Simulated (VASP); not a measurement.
# YS2 (Fd-3m) in VASP: a series of runs

Runs on YS2. Level: PBE. Tasks: single point.

All numbers are computed with VASP 6.6.1; they aren't measurements. Logs are shortened: lines on timing, memory, paths and dates and some standing lists are left out, and cuts for length are marked.

**1. The cell of the first run**

The structure is cubic, space group Fd-3m (No. 227). Conventional cell: a = 7.503 Å, b = 7.503 Å, c = 7.503 Å, α = 90.00°, β = 90.00°, γ = 90.00°. Y (site symmetry -43m) has 12 S at 3.11 Å and 4 Y at 3.25 Å within 4.1 Å. Within 3.5 Å of S (site symmetry -3m) lie 6 S at 2.65 Å and 6 Y at 3.11 Å.

**2. Single point, PBE**

INCAR

```
  PREC = Accurate
  ENCUT = 520
  EDIFF = 1E-6
  ISMEAR = -1
  SIGMA = 0.1
  LREAL = False
  LASPH = True
  NELM = 100
  ALGO = Normal
  ISIF = 2
  LWAVE = False
  LCHARG = False
  GGA = PE
  NBANDS = 32
```

KPOINTS

```
regular mesh
0
Gamma
  4 4 4
```

POSCAR

```
YS2
1.0
    0.0000000000      3.7514105537      3.7514105537
    3.7514105537      0.0000000000      3.7514105537
    3.7514105537      3.7514105537      0.0000000000
Y S
2 4
Direct
    0.0000000000      0.0000000000      0.0000000000
    0.2500000000      0.2500000000      0.2500000000
    0.6250000000      0.6250000000      0.6250000000
    0.1250000000      0.6250000000      0.6250000000
    0.6250000000      0.1250000000      0.6250000000
    0.6250000000      0.6250000000      0.1250000000
```

Potentials or basis: VASP PAW PBE potentials, release 64 (Y_sv, S).

Command:

```
$ cat potpaw_PBE.64/Y_sv/POTCAR potpaw_PBE.64/S/POTCAR > POTCAR
$ mpirun -np 1 vasp_std > vasp.out
```

OUTCAR:

```text
PREC = Accurate
   ENCUT = 520
   EDIFF = 1E-6
   ISMEAR = -1
   LREAL = False
   LASPH = True
   NELM = 100
   ISIF = 2
   GGA = PE

 ion  position               nearest neighbor table
   1  0.000  0.000  0.000-   3 3.11   5 3.11   6 3.11   3 3.11   4 3.11   6 3.11   3 3.11   4 3.11
                             5 3.11   4 3.11   5 3.11   6 3.11   2 3.25   2 3.25   2 3.25   2 3.25
   2  0.250  0.250  0.250-   4 3.11   5 3.11   6 3.11   3 3.11   4 3.11   5 3.11   3 3.11   4 3.11
                             6 3.11   3 3.11   5 3.11   6 3.11   1 3.25   1 3.25   1 3.25   1 3.25
   3  0.625  0.625  0.625-   4 2.65   5 2.65   6 2.65   6 2.65   5 2.65   4 2.65   1 3.11   2 3.11
                             1 3.11   2 3.11   1 3.11   2 3.11
   4  0.125  0.625  0.625-   3 2.65   6 2.65   5 2.65   3 2.65   5 2.65   6 2.65   2 3.11   1 3.11
                             1 3.11   2 3.11   2 3.11   1 3.11
   5  0.625  0.125  0.625-   3 2.65   6 2.65   3 2.65   4 2.65   6 2.65   4 2.65   2 3.11   1 3.11
                             2 3.11   2 3.11   1 3.11   1 3.11
   6  0.625  0.625  0.125-   3 2.65   3 2.65   4 2.65   5 2.65   5 2.65   4 2.65   1 3.11   2 3.11
                             1 3.11   2 3.11   1 3.11   2 3.11

  LATTYP: Found a face centered cubic cell.
 ALAT       =     7.5028211074

  Lattice vectors:

 A1 = (   0.0000000000,   3.7514105537,   3.7514105537)
 A2 = (   3.7514105537,   0.0000000000,   3.7514105537)
 A3 = (   3.7514105537,   3.7514105537,   0.0000000000)

Analysis of symmetry for initial positions (statically):
=====================================================================
 Subroutine PRICEL returns:
 Original cell was already a primitive cell.

 Routine SETGRP: Setting up the symmetry group for a
 face centered cubic supercell.

 Subroutine GETGRP returns: Found 48 space group operations
 (whereof 24 operations were pure point group operations)
 out of a pool of 48 trial point group operations.

The static configuration has the point symmetry T_d .
 The point group associated with its full space group is O_h .

Analysis of symmetry for dynamics (positions and initial velocities):
=====================================================================
 Subroutine PRICEL returns:
 Original cell was already a primitive cell.

 Routine SETGRP: Setting up the symmetry group for a
 face centered cubic supercell.

 Subroutine GETGRP returns: Found 48 space group operations
 (whereof 24 operations were pure point group operations)
 out of a pool of 48 trial point group operations.

The dynamic configuration has the point symmetry T_d .
 The point group associated with its full space group is O_h .

 Subroutine INISYM returns: Found 48 space group operations
 (whereof 24 operations are pure point group operations),
 and found     1 'primitive' translations

----------------------------------------------------------------------------------------

                                     Primitive cell

  volume of cell :     105.5878

  direct lattice vectors                    reciprocal lattice vectors
     0.000000000  3.751410554  3.751410554    -0.133283199  0.133283199  0.133283199
     3.751410554  0.000000000  3.751410554     0.133283199 -0.133283199  0.133283199
     3.751410554  3.751410554  0.000000000     0.133283199  0.133283199 -0.133283199

  length of vectors
     5.305295683  5.305295683  5.305295683     0.230853273  0.230853273  0.230853273

  position of ions in fractional coordinates (direct lattice)
     0.000000000  0.000000000  0.000000000
     0.250000000  0.250000000  0.250000000
     0.625000000  0.625000000  0.625000000
     0.125000000  0.625000000  0.625000000
     0.625000000  0.125000000  0.625000000
     0.625000000  0.625000000  0.125000000

  ion indices of the primitive-cell ions
   primitive index   ion index
                 1           1
                 2           2
                 3           3
                 4           4
                 5           5
                 6           6

----------------------------------------------------------------------------------------

 KPOINTS: regular mesh

Automatic generation of k-mesh.
 Grid dimensions read from file:
 generate k-points for:    4    4    4

 Generating k-lattice:

  Cartesian coordinates                     Fractional coordinates (reciprocal lattice)
    -0.033320800  0.033320800  0.033320800     0.250000000  0.000000000  0.000000000
     0.033320800 -0.033320800  0.033320800     0.000000000  0.250000000  0.000000000
     0.033320800  0.033320800 -0.033320800     0.000000000  0.000000000  0.250000000

  Length of vectors
     0.057713318  0.057713318  0.057713318

  Shift w.r.t. Gamma in fractional coordinates (k-lattice)
     0.000000000  0.000000000  0.000000000

 Subroutine IBZKPT returns following result:
 ===========================================

 Found      8 irreducible k-points:

 Following reciprocal coordinates:
            Coordinates               Weight
  0.000000  0.000000  0.000000      1.000000
  0.250000  0.000000  0.000000      8.000000
  0.500000  0.000000  0.000000      4.000000
  0.250000  0.250000  0.000000      6.000000
  0.500000  0.250000  0.000000     24.000000
 -0.250000  0.250000  0.000000     12.000000
  0.500000  0.500000  0.000000      3.000000
 -0.250000  0.500000  0.250000      6.000000
   k-points           NKPTS =      8   k-points in BZ     NKDIM =      8   number of bands    NBANDS=     32
   number of dos      NEDOS =    301   number of ions     NIONS =      6
   total plane-waves  NPLWV =  64000
   dimension x,y,z NGX =    40 NGY =   40 NGZ =   40
   dimension x,y,z NGXF=    80 NGYF=   80 NGZF=   80
   ions per type =               2   4
   NGX,Y,Z   is equivalent  to a cutoff of  12.53, 12.53, 12.53 a.u.
   NGXF,Y,Z  is equivalent  to a cutoff of  25.07, 25.07, 25.07 a.u.
 SYSTEM =  unknown system
   PREC   = accura    normal or accurate (medium, high low for compatibility)
   ISTART =      0    job   : 0-new  1-cont  2-samecut
   ICHARG =      2    charge: 1-file 2-atom 10-const
   ISPIN  =      1    spin polarized calculation?
   LNONCOLLINEAR =      F non collinear calculations
   LSORBIT =      F    spin-orbit coupling
   LASPH  =      T    aspherical Exc in radial PAW
   ENCUT  =  520.0 eV  38.22 Ry    6.18 a.u.   9.86  9.86  9.86*2*pi/ulx,y,z
   NELM   =    100;   NELMIN=  2; NELMDL= -5     # of ELM steps
   EDIFF  = 0.1E-05   stopping-criterion for ELM
   LREAL  =      F    real-space projection
   EDIFFG = 0.1E-04   stopping-criterion for IOM
   NSW    =      0    number of steps for IOM
   IBRION =     -1    ionic relax: 0-MD 1-quasi-New 2-CG
   NFREE  =      0    steps in history (QN), initial steepest desc. (CG)
   ISIF   =      2    stress and relaxation
   ISYM   =      2    0-nonsym 1-usesym 2-fastsym
   POTIM  = 0.5000    time-step for ionic-motion
   TEBEG  =    0.0;   TEEND  =   0.0 temperature during run
   PSTRESS=    0.0 pullay stress
   NELECT =      46.0000    total number of electrons
   NUPDOWN=      -1.0000    fix difference up-down
   EMIN   =  10.00;   EMAX   =-10.00  energy-range for DOS
   EFERMI =   0.00;   METHOD = LEGACY
   ISMEAR =    -1;   SIGMA  =   0.10  broadening in eV -4-tet -1-fermi 0-gaus
   EFERMI_NEDOS =   21; number of points for ismear=-14 and -15
   IALGO  =     38    algorithm
   IMIX   =      4    mixing-type and parameters
     AMIX     =   0.40;   BMIX     =  1.00
     AMIX_MAG =   1.60;   BMIX_MAG =  1.00
  volume/ion in A,a.u.               =      17.60       118.76
  Fermi-wavevector in a.u.,A,eV,Ry     =   1.241051  2.345246 20.955785  1.540207
  Thomas-Fermi vector in A             =   2.375465
   LORBIT       =      0    0 simple, 1 ext, 2 COOP (PROOUT), +10 PAW based schemes
   GGA     = PE    functional components
   LHFCALC =     F    Hartree Fock is set to
   AEXX    =    0.0000 exact exchange contribution
   IVDW    =     0    specifies the selected vdW correction
   LEPSILON=     F    determine dielectric tensor
   LRPA    =     F    only Hartree local field effects (RPA)
 non-spin polarized calculation
  energy-cutoff  :      520.00
  volume of cell :      105.59
 maximum number of plane-waves:      2874
   NGX = 19   NGY = 19   NGZ = 19

 number of electron      46.0000003 magnetization

 Free energy of the ion-electron system (eV)
  ---------------------------------------------------
  ext. energy  EPLUGINS =         0.00000000
  ---------------------------------------------------
  free energy    TOTEN  =       -29.57146909 eV

  energy without entropy =      -29.39433429  energy(sigma->0) =      -29.48290169

 E-fermi :   7.9866     XC(G=0): -11.1400

 val. band max:        7.9337412079   @ k =   0.5000   0.5000   0.0000
 cond. band min:       7.9931218386   @ k =   0.5000   0.2500   0.0000
 fundamental gap:      0.0593806308
 Fermi energy:         7.9866151238

 k-point     1 :       0.0000    0.0000    0.0000
  band No.  band energies     occupation
      1     -35.4903      2.00000
      2     -35.3475      2.00000
      3     -15.6503      2.00000
      4     -15.6503      2.00000
      5     -15.6503      2.00000
      6     -15.2949      2.00000
[... 24 lines left out ...]
     31      11.5391      0.00000
     32      11.5392      0.00000

 k-point     2 :       0.2500    0.0000    0.0000
  band No.  band energies     occupation
      1     -35.4754      2.00000
      2     -35.3625      2.00000
      3     -15.6777      2.00000
      4     -15.6777      2.00000
      5     -15.6717      2.00000
      6     -15.3011      2.00000
[... 24 lines left out ...]
     31      10.9812      0.00000
     32      11.6047      0.00000
[... 173 lines left out ...]
     31      11.2189      0.00000
     32      11.2189      0.00000

 k-point     8 :      -0.2500    0.5000    0.2500
  band No.  band energies     occupation
      1     -35.4190      2.00000
      2     -35.4190      2.00000
      3     -15.7706      2.00000
      4     -15.7706      2.00000
      5     -15.4843      2.00000
      6     -15.4843      2.00000
[... 24 lines left out ...]
     31      11.3579      0.00000
     32      11.3579      0.00000

------------------------ aborting loop because EDIFF is reached ----------------------------------------

  FORCE on cell =-STRESS in cart. coord.  units (eV):
  Direction    XX          YY          ZZ          XY          YZ          ZX
  --------------------------------------------------------------------------------------
  -------------------------------------------------------------------------------------
  Total        6.1434305      6.1434305      6.1434305     -0.0000000     -0.0000000      0.0000000
  in kB       93.2197108     93.2197108     93.2197108     -0.0000000     -0.0000000      0.0000000
  external PRESSURE =      93.2197108 kB  Pullay stress =       0.0000000 kB

 VOLUME and BASIS-vectors are now :
 -----------------------------------------------------------------------------
  energy-cutoff  :      520.00
  volume of cell :      105.59
      direct lattice vectors                 reciprocal lattice vectors
     0.000000000  3.751410554  3.751410554    -0.133283199  0.133283199  0.133283199
     3.751410554  0.000000000  3.751410554     0.133283199 -0.133283199  0.133283199
     3.751410554  3.751410554  0.000000000     0.133283199  0.133283199 -0.133283199

 POSITION                                       TOTAL-FORCE (eV/Angst)
 -----------------------------------------------------------------------------------
      0.00000      0.00000      0.00000        -0.000000     -0.000000     -0.000000
      1.87571      1.87571      1.87571         0.000000      0.000000      0.000000
      4.68926      4.68926      4.68926        -0.000000     -0.000000      0.000000
      4.68926      2.81356      2.81356        -0.000000     -0.000000      0.000000
      2.81356      4.68926      2.81356        -0.000000     -0.000000      0.000000
      2.81356      2.81356      4.68926        -0.000000     -0.000000      0.000000
 -----------------------------------------------------------------------------------
    total drift:                               -0.000000      0.000000      0.000000

  FREE ENERGIE OF THE ION-ELECTRON SYSTEM (eV)
  ---------------------------------------------------
  free  energy   TOTEN  =       -29.5714690872 eV

  energy  without entropy=      -29.3943342922  energy(sigma->0) =      -29.48290169
```

Wall time 36 s (1 thread of AMD EPYC 7R13 (Zen 3), shared host); peak memory 0.22 GiB.

Results:

```yaml
Free_energy: -29.5715 eV
Pressure: 9.3 GPa
Band_gap_on_the_k_mesh: zero (band 23 reaches 8.54 eV, above the bottom of band 24 at 7.71 eV)
```

Caveat: the k points lie up to 0.36 Å⁻¹ apart.

**3. Single point, PBE**

This run uses another cell than the first one, of 18.40 Å³/atom, 1.045 times its volume.

INCAR

```
SYSTEM = YS2
PREC = Accurate
ENCUT = 520
EDIFF = 1E-6
ISMEAR = -1
SIGMA = 0.1
LREAL = .False.
LASPH = .True.
NELM = 80
ALGO = Normal
ISIF = 2
LWAVE = .False.
LCHARG = .True.
GGA = PE
LELF = .True.
LVHAR = .True.
NBANDS = 32
```

KPOINTS

```
regular mesh
0
Gamma
  4 4 4
  0 0 0
```

POSCAR: that of step 2 with these lines changed.

```diff
@@ -2,5 +2,5 @@
 1.0
-    0.0000000000      3.7514105537      3.7514105537
-    3.7514105537      0.0000000000      3.7514105537
-    3.7514105537      3.7514105537      0.0000000000
+    0.0000000000      3.8074100120      3.8074100120
+    3.8074100120      0.0000000000      3.8074100120
+    3.8074100120      3.8074100120      0.0000000000
 Y S
```

Potentials or basis: VASP PAW PBE potentials, release 64 (Y_sv, S).

Command:

```
$ cat potpaw_PBE.64/Y_sv/POTCAR potpaw_PBE.64/S/POTCAR > POTCAR
$ mpirun -np 1 vasp_std > vasp.out
```

OUTCAR:

```text
SYSTEM = YS2
   PREC = Accurate
   ENCUT = 520
   EDIFF = 1E-6
   ISMEAR = -1
   LREAL = .False.
   LASPH = .True.
   NELM = 80
   ISIF = 2
   GGA = PE

 ion  position               nearest neighbor table
   1  0.000  0.000  0.000-   5 3.16   4 3.16   6 3.16   3 3.16   3 3.16   6 3.16   3 3.16   4 3.16
                             5 3.16   4 3.16   5 3.16   6 3.16   2 3.30   2 3.30   2 3.30   2 3.30
   2  0.250  0.250  0.250-   4 3.16   5 3.16   6 3.16   3 3.16   4 3.16   5 3.16   3 3.16   4 3.16
                             6 3.16   3 3.16   5 3.16   6 3.16   1 3.30   1 3.30   1 3.30   1 3.30
   3  0.625  0.625  0.625-   4 2.69   5 2.69   6 2.69   6 2.69   5 2.69   4 2.69   1 3.16   2 3.16
                             1 3.16   2 3.16   1 3.16   2 3.16
   4  0.125  0.625  0.625-   3 2.69   6 2.69   5 2.69   3 2.69   5 2.69   6 2.69   2 3.16   1 3.16
                             2 3.16   1 3.16   1 3.16   2 3.16
   5  0.625  0.125  0.625-   3 2.69   6 2.69   3 2.69   4 2.69   6 2.69   4 2.69   1 3.16   2 3.16
                             2 3.16   1 3.16   1 3.16   2 3.16
   6  0.625  0.625  0.125-   3 2.69   3 2.69   4 2.69   5 2.69   5 2.69   4 2.69   1 3.16   2 3.16
                             1 3.16   2 3.16   1 3.16   2 3.16

  LATTYP: Found a face centered cubic cell.
 ALAT       =     7.6148200240

  Lattice vectors:

 A1 = (   0.0000000000,   3.8074100120,   3.8074100120)
 A2 = (   3.8074100120,   0.0000000000,   3.8074100120)
 A3 = (   3.8074100120,   3.8074100120,   0.0000000000)

Analysis of symmetry for initial positions (statically):
=====================================================================
 Subroutine PRICEL returns:
 Original cell was already a primitive cell.

 Routine SETGRP: Setting up the symmetry group for a
 face centered cubic supercell.

 Subroutine GETGRP returns: Found 48 space group operations
 (whereof 24 operations were pure point group operations)
 out of a pool of 48 trial point group operations.

The static configuration has the point symmetry T_d .
 The point group associated with its full space group is O_h .

Analysis of symmetry for dynamics (positions and initial velocities):
[... 128 lines left out ...]
   GGA     = PE    functional components
   LHFCALC =     F    Hartree Fock is set to
   AEXX    =    0.0000 exact exchange contribution
   IVDW    =     0    specifies the selected vdW correction
   LEPSILON=     F    determine dielectric tensor
   LRPA    =     F    only Hartree local field effects (RPA)
 non-spin polarized calculation
  energy-cutoff  :      520.00
  volume of cell :      110.39
 maximum number of plane-waves:      2996
   NGX = 21   NGY = 21   NGZ = 21

 number of electron      46.0000006 magnetization

 Free energy of the ion-electron system (eV)
  ---------------------------------------------------
  ext. energy  EPLUGINS =         0.00000000
  ---------------------------------------------------
  free energy    TOTEN  =       -29.79128170 eV

  energy without entropy =      -29.60375652  energy(sigma->0) =      -29.69751911

 E-fermi :   7.4911     XC(G=0): -10.9298

 val. band max:        7.4557617123   @ k =   0.5000   0.5000   0.0000
 cond. band min:       7.4945369491   @ k =   0.2500   0.2500   0.0000
 fundamental gap:      0.0387752368
 Fermi energy:         7.4911325144

 k-point     1 :       0.0000    0.0000    0.0000
  band No.  band energies     occupation
      1     -36.0882      2.00000
      2     -35.9691      2.00000
      3     -16.2118      2.00000
      4     -16.2118      2.00000
      5     -16.2118      2.00000
      6     -15.8987      2.00000
[... 269 lines left out ...]
     31      10.7004      0.00000
     32      10.7004      0.00000

------------------------ aborting loop because EDIFF is reached ----------------------------------------

  FORCE on cell =-STRESS in cart. coord.  units (eV):
  Direction    XX          YY          ZZ          XY          YZ          ZX
  --------------------------------------------------------------------------------------
  -------------------------------------------------------------------------------------
  Total        3.7105030      3.7105030      3.7105030      0.0000000     -0.0000000     -0.0000000
  in kB       53.8548018     53.8548018     53.8548018      0.0000000     -0.0000000     -0.0000000
  external PRESSURE =      53.8548018 kB  Pullay stress =       0.0000000 kB

 VOLUME and BASIS-vectors are now :
 -----------------------------------------------------------------------------
  energy-cutoff  :      520.00
  volume of cell :      110.39
      direct lattice vectors                 reciprocal lattice vectors
     0.000000000  3.807410012  3.807410012    -0.131322867  0.131322867  0.131322867
     3.807410012  0.000000000  3.807410012     0.131322867 -0.131322867  0.131322867
     3.807410012  3.807410012  0.000000000     0.131322867  0.131322867 -0.131322867

 POSITION                                       TOTAL-FORCE (eV/Angst)
 -----------------------------------------------------------------------------------
      0.00000      0.00000      0.00000        -0.000000     -0.000000      0.000000
      1.90371      1.90371      1.90371         0.000000     -0.000000     -0.000000
      4.75926      4.75926      4.75926         0.000000      0.000000     -0.000000
      4.75926      2.85556      2.85556         0.000000      0.000000     -0.000000
      2.85556      4.75926      2.85556         0.000000      0.000000     -0.000000
      2.85556      2.85556      4.75926         0.000000      0.000000     -0.000000
 -----------------------------------------------------------------------------------
    total drift:                               -0.000000      0.000000      0.000000

  FREE ENERGIE OF THE ION-ELECTRON SYSTEM (eV)
  ---------------------------------------------------
  free  energy   TOTEN  =       -29.7912816951 eV

  energy  without entropy=      -29.6037565240  energy(sigma->0) =      -29.69751911
```

Wall time 59 s (1 thread of AMD EPYC 7R13 (Zen 3), shared host); peak memory 0.22 GiB.

What came out:

```
Free energy            : -29.7913 eV
Pressure               : 5.4 GPa
Band gap on the k mesh : zero (band 23 reaches 7.99 eV, above the bottom of band 24 at 7.24 eV)
```

Levels at points of the mesh, in eV from the Fermi level:
```
           k point  band 20  band 21  band 22  band 23  band 24  band 25
(0.00, 0.00, 0.00)     0.27     0.27     0.27     0.50     0.50     0.50
(0.50, 0.00, 0.00)    -3.60    -2.99    -1.03     0.36     0.96     0.96
(0.50, 0.50, 0.00)    -3.58    -3.37    -3.37    -0.04    -0.04     1.19
```

(Part 1 of 2 ends here.)
